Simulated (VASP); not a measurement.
# CoF7 (Fm-3m) in VASP: further runs

Runs on CoF7. Level: PBE. Tasks: single point.

Program: VASP 6.6.1. These are calculated values, not measurements. Logs are shortened: lines on timing, memory, paths and dates and some standing lists are left out, and cuts for length are marked.

**1. The cell of the first run**

It takes space group Fm-3m (No. 225, cubic). The conventional cell has a = 6.796 Å, b = 6.796 Å, c = 6.796 Å, α = 90.00°, β = 90.00°, γ = 90.00°. Co (site symmetry m-3m) has 12 F at 2.40 Å within 3.2 Å. Within 3.2 Å of F (site symmetry m-3m) lie 12 F at 2.40 Å. Within 3.2 Å of F (site symmetry mmm) lie 2 Co at 2.40 Å and 10 F at 2.40 Å.

**2. Single point, PBE, collinear spin, ferromagnetic start**

INCAR

```
SYSTEM = CoF7
  PREC = Accurate
  ENCUT = 520
  EDIFF = 1E-7
  ISMEAR = 0
  SIGMA = 0.1
  LREAL = .False.
  LASPH = .True.
  NELM = 150
  ALGO = Normal
  ISIF = 2
  LWAVE = .False.
  LCHARG = .False.
  ISPIN = 2
  MAGMOM = 3 0 0 0 0 0 0 0
  LORBIT = 11
  LMAXMIX = 4
  GGA = PE
  NBANDS = 43
```

KPOINTS

```
regular mesh
0
Gamma
  4 4 4
  0 0 0
```

POSCAR

```
CoF7
1.0
    0.0000000000      3.3979137885      3.3979137885
    3.3979137885      0.0000000000      3.3979137885
    3.3979137885      3.3979137885      0.0000000000
Co F
1 7
Direct
    0.5000000000      0.5000000000      0.5000000000
    0.0000000000      0.0000000000      0.0000000000
    0.0000000000      0.5000000000      0.0000000000
    0.5000000000      0.0000000000      0.0000000000
    0.0000000000      0.5000000000      0.5000000000
    0.5000000000      0.0000000000      0.5000000000
    0.0000000000      0.0000000000      0.5000000000
    0.5000000000      0.5000000000      0.0000000000
```

Potentials or basis: VASP PAW PBE potentials, release 64 (Co, F).

Run with:

```console
$ cat potpaw_PBE.64/Co/POTCAR potpaw_PBE.64/F/POTCAR > POTCAR
$ mpirun -np 1 vasp_std > vasp.out
```

OUTCAR:

```text
SYSTEM = CoF7
   PREC = Accurate
   ENCUT = 520
   EDIFF = 1E-7
   ISMEAR = 0
   LREAL = .False.
   LASPH = .True.
   NELM = 150
   ISIF = 2
   ISPIN = 2
   LORBIT = 11
   GGA = PE

 ion  position               nearest neighbor table
   1  0.500  0.500  0.500-   5 2.40   6 2.40   8 2.40   3 2.40   4 2.40   8 2.40   4 2.40   6 2.40
                             7 2.40   3 2.40   5 2.40   7 2.40
   2  0.000  0.000  0.000-
   3  0.000  0.500  0.000-   1 2.40   1 2.40
   4  0.500  0.000  0.000-   1 2.40   1 2.40
   5  0.000  0.500  0.500-   1 2.40   1 2.40
   6  0.500  0.000  0.500-   1 2.40   1 2.40
   7  0.000  0.000  0.500-   1 2.40   1 2.40
   8  0.500  0.500  0.000-   1 2.40   1 2.40

  LATTYP: Found a face centered cubic cell.
 ALAT       =     6.7958275770

  Lattice vectors:

 A1 = (   0.0000000000,   3.3979137885,   3.3979137885)
 A2 = (   3.3979137885,   0.0000000000,   3.3979137885)
 A3 = (   3.3979137885,   3.3979137885,   0.0000000000)

Analysis of symmetry for initial positions (statically):
=====================================================================
 Subroutine PRICEL returns:
 Original cell was already a primitive cell.

 Routine SETGRP: Setting up the symmetry group for a
 face centered cubic supercell.

 Subroutine GETGRP returns: Found 48 space group operations
 (whereof 48 operations were pure point group operations)
 out of a pool of 48 trial point group operations.

The static configuration has the point symmetry O_h .

Analysis of symmetry for dynamics (positions and initial velocities):
=====================================================================
 Subroutine PRICEL returns:
 Original cell was already a primitive cell.

 Routine SETGRP: Setting up the symmetry group for a
 face centered cubic supercell.

 Subroutine GETGRP returns: Found 48 space group operations
 (whereof 48 operations were pure point group operations)
 out of a pool of 48 trial point group operations.

The dynamic configuration has the point symmetry O_h .

Analysis of structural, dynamic, and magnetic symmetry:
=====================================================================
 Subroutine PRICEL returns:
 Original cell was already a primitive cell.

 Routine SETGRP: Setting up the symmetry group for a
 face centered cubic supercell.

 Subroutine GETGRP returns: Found 48 space group operations
 (whereof 48 operations were pure point group operations)
 out of a pool of 48 trial point group operations.

The overall configuration has the point symmetry O_h .

 Subroutine INISYM returns: Found 48 space group operations
 (whereof 48 operations are pure point group operations),
 and found     1 'primitive' translations

----------------------------------------------------------------------------------------

                                     Primitive cell

  volume of cell :      78.4634

  direct lattice vectors                    reciprocal lattice vectors
     0.000000000  3.397913788  3.397913788    -0.147149113  0.147149113  0.147149113
     3.397913788  0.000000000  3.397913788     0.147149113 -0.147149113  0.147149113
     3.397913788  3.397913788  0.000000000     0.147149113  0.147149113 -0.147149113

  length of vectors
     4.805375763  4.805375763  4.805375763     0.254869740  0.254869740  0.254869740

  position of ions in fractional coordinates (direct lattice)
     0.500000000  0.500000000  0.500000000
     0.000000000  0.000000000  0.000000000
     0.000000000  0.500000000  0.000000000
     0.500000000  0.000000000  0.000000000
     0.000000000  0.500000000  0.500000000
     0.500000000  0.000000000  0.500000000
     0.000000000  0.000000000  0.500000000
     0.500000000  0.500000000  0.000000000

  ion indices of the primitive-cell ions
[... 40 lines left out ...]
  0.500000  0.000000  0.000000      4.000000
  0.250000  0.250000  0.000000      6.000000
  0.500000  0.250000  0.000000     24.000000
 -0.250000  0.250000  0.000000     12.000000
  0.500000  0.500000  0.000000      3.000000
 -0.250000  0.500000  0.250000      6.000000
   k-points           NKPTS =      8   k-points in BZ     NKDIM =      8   number of bands    NBANDS=     43
   number of dos      NEDOS =    301   number of ions     NIONS =      8
   total plane-waves  NPLWV =  46656
   dimension x,y,z NGX =    36 NGY =   36 NGZ =   36
   dimension x,y,z NGXF=    72 NGYF=   72 NGZF=   72
   ions per type =               1   7
   NGX,Y,Z   is equivalent  to a cutoff of  12.45, 12.45, 12.45 a.u.
   NGXF,Y,Z  is equivalent  to a cutoff of  24.91, 24.91, 24.91 a.u.
 SYSTEM =  CoF7
   PREC   = accura    normal or accurate (medium, high low for compatibility)
   ISTART =      0    job   : 0-new  1-cont  2-samecut
   ICHARG =      2    charge: 1-file 2-atom 10-const
   ISPIN  =      2    spin polarized calculation?
   LNONCOLLINEAR =      F non collinear calculations
   LSORBIT =      F    spin-orbit coupling
   LASPH  =      T    aspherical Exc in radial PAW
   ENCUT  =  520.0 eV  38.22 Ry    6.18 a.u.   8.93  8.93  8.93*2*pi/ulx,y,z
   NELM   =    150;   NELMIN=  2; NELMDL= -5     # of ELM steps
   EDIFF  = 0.1E-06   stopping-criterion for ELM
   LREAL  =      F    real-space projection
   EDIFFG = 0.1E-05   stopping-criterion for IOM
   NSW    =      0    number of steps for IOM
   IBRION =     -1    ionic relax: 0-MD 1-quasi-New 2-CG
   NFREE  =      0    steps in history (QN), initial steepest desc. (CG)
   ISIF   =      2    stress and relaxation
   ISYM   =      2    0-nonsym 1-usesym 2-fastsym
   POTIM  = 0.5000    time-step for ionic-motion
   TEBEG  =    0.0;   TEEND  =   0.0 temperature during run
   PSTRESS=    0.0 pullay stress
   NELECT =      58.0000    total number of electrons
   NUPDOWN=      -1.0000    fix difference up-down
   EMIN   =  10.00;   EMAX   =-10.00  energy-range for DOS
   EFERMI =   0.00;   METHOD = LEGACY
   ISMEAR =     0;   SIGMA  =   0.10  broadening in eV -4-tet -1-fermi 0-gaus
   EFERMI_NEDOS =   21; number of points for ismear=-14 and -15
   IALGO  =     38    algorithm
   IMIX   =      4    mixing-type and parameters
     AMIX     =   0.40;   BMIX     =  1.00
     AMIX_MAG =   1.60;   BMIX_MAG =  1.00
  volume/ion in A,a.u.               =       9.81        66.19
  Fermi-wavevector in a.u.,A,eV,Ry     =   1.480228  2.797224 29.811365  2.191074
  Thomas-Fermi vector in A             =   2.594288
   LORBIT       =     11    0 simple, 1 ext, 2 COOP (PROOUT), +10 PAW based schemes
   GGA     = PE    functional components
   LHFCALC =     F    Hartree Fock is set to
   AEXX    =    0.0000 exact exchange contribution
   IVDW    =     0    specifies the selected vdW correction
   LEPSILON=     F    determine dielectric tensor
   LRPA    =     F    only Hartree local field effects (RPA)
 spin polarized calculation
 Gauss-broadening in eV      SIGMA  =   0.10
  energy-cutoff  :      520.00
  volume of cell :       78.46
 maximum number of plane-waves:      2148
   NGX = 17   NGY = 17   NGZ = 17

 number of electron      58.0000101 magnetization       2.2448916

 Free energy of the ion-electron system (eV)
  ---------------------------------------------------
  ext. energy  EPLUGINS =         0.00000000
  ---------------------------------------------------
  free energy    TOTEN  =       -17.56704139 eV

  energy without entropy =      -17.47399448  energy(sigma->0) =      -17.52051793

 E-fermi :  -0.5323     XC(G=0): -10.9320

 val. band max:       -0.5391220000   @ k =   0.0000   0.0000   0.0000
 cond. band min:      -0.4979526448   @ k =   0.2500   0.2500   0.0000
 fundamental gap:      0.0411693552
 Fermi energy:        -0.5322648863

 spin component 1

 k-point     1 :       0.0000    0.0000    0.0000
  band No.  band energies     occupation
      1     -23.0704      1.00000
      2     -21.6321      1.00000
      3     -21.6321      1.00000
      4     -21.6321      1.00000
      5     -21.0802      1.00000
      6     -21.0802      1.00000
[... 341 lines left out ...]
     40      18.2831      0.00000
     41      19.1133      0.00000
 Fermi energy:        -0.5322648863

 spin component 2

 k-point     1 :       0.0000    0.0000    0.0000
  band No.  band energies     occupation
      1     -22.4384      1.00000
      2     -20.7993      1.00000
      3     -20.7993      1.00000
      4     -20.7993      1.00000
      5     -20.5660      1.00000
      6     -20.2236      1.00000
[... 341 lines left out ...]
     40      18.6708      0.00000
     41      19.1673      0.00000
 [bands above 41 left out]

------------------------ aborting loop because EDIFF is reached ----------------------------------------

  FORCE on cell =-STRESS in cart. coord.  units (eV):
  Direction    XX          YY          ZZ          XY          YZ          ZX
  --------------------------------------------------------------------------------------
  -------------------------------------------------------------------------------------
  Total       -1.4727555     -1.4727555     -1.4727555     -0.0000000     -0.0000000      0.0000000
  in kB      -30.0728220    -30.0728220    -30.0728220     -0.0000000     -0.0000000      0.0000000
  external PRESSURE =     -30.0728220 kB  Pullay stress =       0.0000000 kB

 VOLUME and BASIS-vectors are now :
 -----------------------------------------------------------------------------
  energy-cutoff  :      520.00
  volume of cell :       78.46
      direct lattice vectors                 reciprocal lattice vectors
     0.000000000  3.397913788  3.397913788    -0.147149113  0.147149113  0.147149113
     3.397913788  0.000000000  3.397913788     0.147149113 -0.147149113  0.147149113
     3.397913788  3.397913788  0.000000000     0.147149113  0.147149113 -0.147149113

 POSITION                                       TOTAL-FORCE (eV/Angst)
 -----------------------------------------------------------------------------------
      3.39791      3.39791      3.39791         0.000000      0.000000      0.000000
      0.00000      0.00000      0.00000         0.000000     -0.000000      0.000000
      1.69896      0.00000      1.69896        -0.000000      0.000000     -0.000000
      0.00000      1.69896      1.69896        -0.000000      0.000000     -0.000000
      3.39791      1.69896      1.69896        -0.000000      0.000000      0.000000
      1.69896      3.39791      1.69896         0.000000     -0.000000      0.000000
      1.69896      1.69896      0.00000        -0.000000     -0.000000      0.000000
      1.69896      1.69896      3.39791         0.000000     -0.000000     -0.000000
 -----------------------------------------------------------------------------------
    total drift:                                0.000000      0.000000      0.000000

  FREE ENERGIE OF THE ION-ELECTRON SYSTEM (eV)
  ---------------------------------------------------
  free  energy   TOTEN  =       -17.5670413931 eV

  energy  without entropy=      -17.4739944753  energy(sigma->0) =      -17.52051793

 total charge

# of ion       s       p       d       tot
------------------------------------------
    1        0.153   0.155   6.933   7.241
    2        1.769   4.040   0.000   5.809
    3        1.764   4.104   0.000   5.868
    4        1.764   4.104   0.000   5.868
    5        1.764   4.104   0.000   5.868
    6        1.764   4.104   0.000   5.868
    7        1.764   4.104   0.000   5.868
    8        1.764   4.104   0.000   5.868
--------------------------------------------------
tot         12.504  28.820   6.933  48.257

 magnetization (x)

# of ion       s       p       d       tot
------------------------------------------
    1       -0.010  -0.007  -0.207  -0.224
    2       -0.001  -0.242   0.000  -0.243
    3        0.002   0.425   0.000   0.427
    4        0.002   0.425   0.000   0.427
    5        0.002   0.425   0.000   0.427
    6        0.002   0.425   0.000   0.427
    7        0.002   0.425   0.000   0.427
    8        0.002   0.425   0.000   0.427
--------------------------------------------------
tot         -0.001   2.304  -0.207   2.096
```

It took 5.1 min on 1 thread of AMD EPYC 7R43 (Zen 3), shared host; peak memory 0.26 GiB.

What came out:

| Property | Result |
| --- | --- |
| Free energy | -17.5670 eV |
| Pressure | -3.0 GPa |
| Net moment | 2.24 μB per cell |
| Site moments | Co -0.22; F -0.24, +0.43 μB |
| Valence electrons inside the program's atomic spheres | Co 7.24; F 5.81, 5.87 |

Caveat: the k points lie up to 0.40 Å⁻¹ apart; a cell with one magnetic atom can't hold antiferromagnetic order, which such compounds often take; semilocal functionals often make such compounds metallic where correlation or magnetic order opens a gap, which also shifts bond lengths.

**3. Single point, PBE, collinear spin, ferromagnetic start**

This run uses another cell than the first one, of 10.87 Å³/atom, 1.108 times its volume.

INCAR

```
PREC = Accurate ; ENCUT = 520
EDIFF = 1E-6 ; ISMEAR = 0
SIGMA = 0.1 ; LREAL = False
LASPH = True ; NELM = 150
ALGO = Normal ; ISIF = 2
LWAVE = False ; LCHARG = True
ISPIN = 2 ; MAGMOM = 3 0 0 0 0 0 0 0
LORBIT = 11 ; LMAXMIX = 4
GGA = PE ; LELF = True
LVHAR = True ; NBANDS = 43
```

KPOINTS

```
Automatic mesh
0
Gamma
  4 4 4
```

POSCAR: that of step 2 with these lines changed.

```diff
@@ -2,5 +2,5 @@
 1.0
-    0.0000000000      3.3979137885      3.3979137885
-    3.3979137885      0.0000000000      3.3979137885
-    3.3979137885      3.3979137885      0.0000000000
+    0.0000000000      3.5165730000      3.5165730000
+    3.5165730000      0.0000000000      3.5165730000
+    3.5165730000      3.5165730000      0.0000000000
 Co F
```

Potentials or basis: VASP PAW PBE potentials, release 64 (Co, F).

Run with:

```console
$ cat potpaw_PBE.64/Co/POTCAR potpaw_PBE.64/F/POTCAR > POTCAR
$ mpirun -np 1 vasp_std > vasp.out
```

Run time: 4.5 min. Hardware: 1 thread of AMD EPYC 7R43 (Zen 3), shared host; peak memory 0.29 GiB.

It converged, with:

- Free energy: -16.9201 eV
- Pressure: -9.8 GPa
- Band gap on the k mesh: zero (filled and empty bands overlap)
- Net moment: 0.00 μB per cell
- Valence electrons inside the program's atomic spheres: Co 7.18; F 5.78, 5.85

Levels at points of the mesh, in eV from the Fermi level:
Spin up:
```
           k point  band 27  band 28  band 29  band 30  band 31  band 32
(0.00, 0.00, 0.00)    -0.10    -0.10     0.08     0.08     0.33     0.33
(0.50, 0.00, 0.00)    -0.29    -0.04    -0.04     0.18     0.18     0.31
(0.50, 0.50, 0.00)    -0.22    -0.05    -0.05     0.06     0.23     0.33
```
Spin down:
| k point | band 25 | band 26 | band 27 | band 28 | band 29 | band 30 | band 31 | band 32 | band 33 | band 34 |
| --- | --- | --- | --- | --- | --- | --- | --- | --- | --- | --- |
| (0.00, 0.00, 0.00) | -0.52 | -0.11 | -0.11 | -0.11 | 0.08 | 0.08 | 0.33 | 0.33 | 0.33 | 4.74 |
| (0.50, 0.00, 0.00) | -0.38 | -0.36 | -0.29 | -0.04 | -0.04 | 0.18 | 0.18 | 0.31 | 0.31 | 6.77 |
| (0.50, 0.50, 0.00) | -0.33 | -0.32 | -0.22 | -0.05 | -0.05 | 0.06 | 0.23 | 0.33 | 0.33 | 7.37 |

Caveat: the k points lie up to 0.39 Å⁻¹ apart; the starting moments collapsed, and a magnetic state may lie lower; semilocal functionals often make such compounds metallic where correlation or magnetic order opens a gap, which also shifts bond lengths. With open d or f shells a metallic result of PBE can be an artefact of self-interaction; +U or a hybrid may open a gap.
